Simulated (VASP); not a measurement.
# SnSe in VASP: notebook, part 2 of 2

VASP 6.6.1. The steps go on from the part before.

## (3) Single point, PBEsol

INCAR

```
SYSTEM = SnSe
  PREC = Accurate
  ENCUT = 520
  EDIFF = 1E-7
  ISMEAR = 0
  SIGMA = 0.02
  LREAL = .False.
  LASPH = .True.
  NELM = 100
  ALGO = Normal
  ISIF = 2
  LWAVE = .False.
  LCHARG = .False.
  GGA = PS
  NBANDS = 17
```

KPOINTS

```
Automatic mesh
0
Gamma
  8 8 8
  0 0 0
```

POSCAR

```
SnSe
1.0
    2.1024601417      1.2138559288      3.4333030345
   -2.1024601417      1.2138559288      3.4333030345
    0.0000000000     -2.4277118576      3.4333030345
Sn Se
1 1
Direct
    0.5000000000      0.5000000000      0.5000000000
    0.0000000000      0.0000000000      0.0000000000
```

Potentials or basis: VASP PAW PBE potentials, release 64 (Sn_d, Se).

Run with:

```console
$ cat potpaw_PBE.64/Sn_d/POTCAR potpaw_PBE.64/Se/POTCAR > POTCAR
$ mpirun -np 1 vasp_std > vasp.out
```

OUTCAR:

```text
SYSTEM = SnSe
   PREC = Accurate
   ENCUT = 520
   EDIFF = 1E-7
   ISMEAR = 0
   LREAL = .False.
   LASPH = .True.
   NELM = 100
   ISIF = 2
   GGA = PS

 ion  position               nearest neighbor table
   1  0.500  0.500  0.500-   2 2.97   2 2.97   2 2.97   2 2.97   2 2.97   2 2.97
   2  0.000  0.000  0.000-   1 2.97   1 2.97   1 2.97   1 2.97   1 2.97   1 2.97

  LATTYP: Found a face centered cubic cell.
 ALAT       =     5.9466552935

  Lattice vectors:

 A1 = (   2.1024601417,   1.2138559288,   3.4333030345)
 A2 = (  -2.1024601417,   1.2138559288,   3.4333030345)
 A3 = (   0.0000000000,  -2.4277118576,   3.4333030345)

Analysis of symmetry for initial positions (statically):
=====================================================================
 Subroutine PRICEL returns:
 Original cell was already a primitive cell.

 Routine SETGRP: Setting up the symmetry group for a
 face centered cubic supercell.

 Subroutine GETGRP returns: Found 48 space group operations
 (whereof 48 operations were pure point group operations)
 out of a pool of 48 trial point group operations.

The static configuration has the point symmetry O_h .

Analysis of symmetry for dynamics (positions and initial velocities):
=====================================================================
 Subroutine PRICEL returns:
 Original cell was already a primitive cell.

 Routine SETGRP: Setting up the symmetry group for a
 face centered cubic supercell.

 Subroutine GETGRP returns: Found 48 space group operations
 (whereof 48 operations were pure point group operations)
 out of a pool of 48 trial point group operations.

The dynamic configuration has the point symmetry O_h .

 Subroutine INISYM returns: Found 48 space group operations
 (whereof 48 operations are pure point group operations),
 and found     1 'primitive' translations

----------------------------------------------------------------------------------------

                                     Primitive cell
[... 110 lines left out ...]
     AMIX     =   0.40;   BMIX     =  1.00
     AMIX_MAG =   1.60;   BMIX_MAG =  1.00
  volume/ion in A,a.u.               =      26.29       177.39
  Fermi-wavevector in a.u.,A,eV,Ry     =   1.186220  2.241632 19.145015  1.407119
  Thomas-Fermi vector in A             =   2.322398
   LORBIT       =      0    0 simple, 1 ext, 2 COOP (PROOUT), +10 PAW based schemes
   GGA     = PS    functional components
   LHFCALC =     F    Hartree Fock is set to
   AEXX    =    0.0000 exact exchange contribution
   IVDW    =     0    specifies the selected vdW correction
   LEPSILON=     F    determine dielectric tensor
   LRPA    =     F    only Hartree local field effects (RPA)
 non-spin polarized calculation
 Gauss-broadening in eV      SIGMA  =   0.02
  energy-cutoff  :      520.00
  volume of cell :       52.57
 maximum number of plane-waves:      1428
   NGX = 15   NGY = 15   NGZ = 15

 number of electron      20.0000007 magnetization

 Free energy of the ion-electron system (eV)
  ---------------------------------------------------
  ext. energy  EPLUGINS =         0.00000000
  ---------------------------------------------------
  free energy    TOTEN  =        -8.98565615 eV

  energy without entropy =       -8.98565615  energy(sigma->0) =       -8.98565615

 E-fermi :   5.8401     XC(G=0):  -9.9432

 val. band max:        5.7438172206   @ k =   0.5000  -0.0000   0.0000
 cond. band min:       6.4918652637   @ k =  -0.3750   0.1250  -0.0000
 fundamental gap:      0.7480480431
 Fermi energy:         5.8401159980

 k-point     1 :       0.0000    0.0000    0.0000
  band No.  band energies     occupation
      1     -15.6245      2.00000
      2     -15.6245      2.00000
      3     -15.6235      2.00000
      4     -15.6235      2.00000
      5     -15.6235      2.00000
      6      -8.2783      2.00000
[... 457 lines left out ...]
      4     -15.6131      2.00000
      5     -15.6068      2.00000
      6      -7.0897      2.00000
[... 9 lines left out ...]
     16      16.6824      0.00000
     17      16.7776      0.00000

 [... further k-points ...]

------------------------ aborting loop because EDIFF is reached ----------------------------------------

  FORCE on cell =-STRESS in cart. coord.  units (eV):
  Direction    XX          YY          ZZ          XY          YZ          ZX
  --------------------------------------------------------------------------------------
  -------------------------------------------------------------------------------------
  Total       -0.0055700     -0.0055700     -0.0055700     -0.0000000      0.0000000     -0.0000000
  in kB       -0.1697479     -0.1697479     -0.1697479     -0.0000000      0.0000000     -0.0000000
  external PRESSURE =      -0.1697479 kB  Pullay stress =       0.0000000 kB

 VOLUME and BASIS-vectors are now :
 -----------------------------------------------------------------------------
  energy-cutoff  :      520.00
  volume of cell :       52.57
      direct lattice vectors                 reciprocal lattice vectors
     2.102460142  1.213855929  3.433303035     0.237816637  0.137303499  0.097088235
    -2.102460142  1.213855929  3.433303035    -0.237816637  0.137303499  0.097088235
     0.000000000 -2.427711858  3.433303035     0.000000000 -0.274606999  0.097088235

 POSITION                                       TOTAL-FORCE (eV/Angst)
 -----------------------------------------------------------------------------------
      0.00000      0.00000      5.14995         0.000000      0.000000     -0.000000
      0.00000      0.00000      0.00000        -0.000000     -0.000000      0.000000
 -----------------------------------------------------------------------------------
    total drift:                               -0.000000      0.000000     -0.000000

  FREE ENERGIE OF THE ION-ELECTRON SYSTEM (eV)
  ---------------------------------------------------
  free  energy   TOTEN  =        -8.9856561507 eV

  energy  without entropy=       -8.9856561507  energy(sigma->0) =       -8.98565615
```

stdout:

```text
POSCAR found type information on POSCAR SnSe
 POSCAR found :  2 types and       2 ions
 scaLAPACK will be used
 -----------------------------------------------------------------------------
|                                                                             |
|                                                                             |
|     You enforced a specific xc type in the INCAR file but a different       |
|     I HOPE YOU KNOW WHAT YOU ARE DOING!                                     |
|                                                                             |
 -----------------------------------------------------------------------------

 LDA part: xc-table for (Slater+PW92), standard interpolation
 POSCAR, INCAR and KPOINTS ok, starting setup
 FFT: planning ... GRIDC
 FFT: planning ... GRID_SOFT
 FFT: planning ... GRID
 WAVECAR not read
 entering main loop
```

Wall time 50 s (1 thread of Intel Xeon 8259CL, shared host); peak memory 0.19 GiB.

Results:

| Quantity | Value |
| --- | --- |
| Free energy | -8.9857 eV |
| Pressure | 0.0 GPa |
| Band gap on the k mesh | 0.75 eV (least direct gap 0.82 eV) |

Caveat: semilocal functionals underestimate gaps, and a narrow one can read as zero; the PAW data sets were made with another functional, which shifts forces and pressure a little; spin-orbit coupling is left out, which moves the levels of the heavy elements.

## (4) Relaxation of cell and atoms, PBEsol

INCAR

```
SYSTEM = SnSe
PREC = Accurate
ENCUT = 600
EDIFF = 1E-6
ISMEAR = 0
SIGMA = 0.02
LREAL = .False.
LASPH = .True.
NELM = 100
ALGO = Normal
ISIF = 3
LWAVE = .False.
LCHARG = .False.
GGA = PS
IBRION = 2
NSW = 80
EDIFFG = -0.01
```

KPOINTS is that of step 3.

POSCAR

```
SnSe
1.0
    2.1024610248      1.2138564386      3.4333001504
   -2.1024610248      1.2138564386      3.4333001504
    0.0000000000     -2.4277128773      3.4333001504
Sn Se
1 1
Direct
    0.5000000000      0.5000000000      0.5000000000
    0.0000000000      0.0000000000      0.0000000000
```

Run with:

```console
$ cat potpaw_PBE.64/Sn_d/POTCAR potpaw_PBE.64/Se/POTCAR > POTCAR
$ mpirun -np 1 vasp_std > vasp.out
```

Wall time 47 s (1 thread of Intel Xeon 8259CL, shared host); peak memory 0.21 GiB.

The run converged. Its results:

| Property | Result |
| --- | --- |
| Free energy | -8.9860 eV |
| Pressure after relaxing | 0.0 GPa |
| Band gap on the k mesh | 0.75 eV (least direct gap 0.82 eV) |

Final structure:
```
Sn Se
1.0
     2.10246    1.21386    3.43330
    -2.10246    1.21386    3.43330
     0.00000   -2.42771    3.43330
Sn Se
1 1
Direct
  0.50000 0.50000 0.50000
  0.00000 0.00000 0.00000
```

Levels at points of the mesh, in eV from the valence-band top:
| k point | band 8 | band 9 | band 10 | band 11 | band 12 | band 13 |
| --- | --- | --- | --- | --- | --- | --- |
| (0.00, 0.00, 0.00) | -2.18 | -2.18 | -2.18 | 4.54 | 4.54 | 4.54 |
| (0.50, 0.00, 0.00) | -1.92 | -1.92 | 0.00 | 0.82 | 1.30 | 1.30 |
| (0.50, 0.50, 0.00) | -5.65 | -3.71 | -3.71 | 2.91 | 5.64 | 5.64 |

Caveat: the relaxation stopped at its first step, so nothing moved; semilocal functionals underestimate gaps, and a narrow one can read as zero; the PAW data sets were made with another functional, which shifts forces and pressure a little; spin-orbit coupling is left out, which moves the levels of the heavy elements. A k mesh can miss the band edges.

## (5) Relaxation of cell and atoms, PBEsol

This run uses another cell than the first one, of 24.12 Å³/atom.

INCAR

```
SYSTEM = SnSe
PREC = Accurate ; ENCUT = 600
EDIFF = 1E-6 ; ISMEAR = 0
SIGMA = 0.02 ; LREAL = .FALSE.
LASPH = .TRUE. ; NELM = 80
ALGO = Normal ; ISIF = 3
LWAVE = .FALSE. ; LCHARG = .FALSE.
GGA = PS ; IBRION = 2
NSW = 80 ; EDIFFG = -0.01
```

KPOINTS

```
Automatic mesh
0
G
  8 8 8
  0 0 0
```

POSCAR

```
SnSe
1.0
    2.0429675725      1.1795078779      3.3358616618
   -2.0429675725      1.1795078779      3.3358616618
    0.0000000000     -2.3590157558      3.3358616618
Sn Se
1 1
Direct
    0.5000000000      0.5000000000      0.5000000000
    0.0000000000      0.0000000000      0.0000000000
```

Run with:

```console
$ cat potpaw_PBE.64/Sn_d/POTCAR potpaw_PBE.64/Se/POTCAR > POTCAR
$ mpirun -np 1 vasp_std > vasp.out
```

Run time: 3.2 min. Hardware: 1 thread of Intel Xeon 8259CL, shared host; peak memory 0.26 GiB.

Results (log left out):

- Free energy: -8.9854 eV
- Relaxed volume: 26.29 Å³/atom
- Relaxed cell: a = 4.205 Å, b = 4.205 Å, c = 4.205 Å, α = 60.00°, β = 60.00°, γ = 60.00°
- Space group after relaxing (to 0.1 Å): Fm-3m (No. 225)
- Energy gained by relaxing: 36.9 meV/atom
- Ionic steps: 3
- Pressure after relaxing: 0.0 GPa
- Band gap on the k mesh: 0.75 eV (least direct gap 0.82 eV)

Step by step:
```
step  energy change (eV)  largest force (eV/Å)  pressure (GPa)  volume (Å³)
   1              0.0000                0.0000            5.87        48.23
   2             -0.0603                0.0000           -2.03        54.66
   3             -0.0739                0.0000            0.01        52.57
```

Final structure:
```cif
data_structure
_symmetry_space_group_name_H-M 'P 1'
_symmetry_Int_Tables_number 1
_cell_length_a 4.2048
_cell_length_b 4.2048
_cell_length_c 4.2048
_cell_angle_alpha 60.003
_cell_angle_beta 60.003
_cell_angle_gamma 60.003
_cell_volume 52.57
loop_
_atom_site_label
_atom_site_type_symbol
_atom_site_fract_x
_atom_site_fract_y
_atom_site_fract_z
_atom_site_occupancy
Sn1 Sn 0.50000 0.50000 0.50000 1
Se1 Se 0.00000 0.00000 0.00000 1
```

Levels at points of the mesh, in eV from the valence-band top:
| k point | band 7 | band 8 | band 9 | band 10 | band 11 | band 12 | band 13 | band 14 |
| --- | --- | --- | --- | --- | --- | --- | --- | --- |
| (0.00, 0.00, 0.00) | -4.88 | -2.18 | -2.18 | -2.18 | 4.54 | 4.54 | 4.54 | 5.87 |
| (0.50, 0.00, 0.00) | -8.16 | -1.92 | -1.92 | 0.00 | 0.82 | 1.30 | 1.30 | 8.34 |
| (0.50, 0.50, 0.00) | -5.94 | -5.65 | -3.71 | -3.71 | 2.91 | 5.64 | 5.64 | 6.28 |
| (0.50, 0.50, 0.50) | -8.16 | -1.92 | -1.92 | 0.00 | 0.82 | 1.30 | 1.30 | 8.34 |

Caveat: semilocal functionals underestimate gaps, and a narrow one can read as zero; the PAW data sets were made with another functional, which shifts forces and pressure a little; spin-orbit coupling is left out, which moves the levels of the heavy elements. A k mesh can miss the band edges.

## (6) Summary

| task | cell | cutoff (eV) | gap on the mesh (eV) | pressure (GPa) |
| --- | --- | --- | --- | --- |
| single point | a = 4.205 Å, angles 60.0°, 2 atoms | 520 | 0.75 | 0.0 |
| relaxation of cell and atoms | relaxed from a = 4.205 Å, angles 60.0°, 2 atoms | 600 | 0.75 | 0.0 |
| relaxation of cell and atoms | relaxed from a = 4.086 Å, angles 60.0°, 2 atoms | 600 | 0.75 | 0.0 |

Alike in all rows: level PBEsol; potentials or basis VASP PAW PBE potentials, release 64 (Sn_d, Se); no spin polarisation; k mesh 8 × 8 × 8; smearing gaussian 0.02 eV.

Caveats: semilocal functionals underestimate gaps, and a narrow one can read as zero; the PAW data sets were made with another functional, which shifts forces and pressure a little; spin-orbit coupling is left out, which moves the levels of the heavy elements; the relaxation stopped at its first step, so nothing moved (at least some runs).

Total energies depend on the potentials used, so only differences within one code and one set of settings carry meaning.
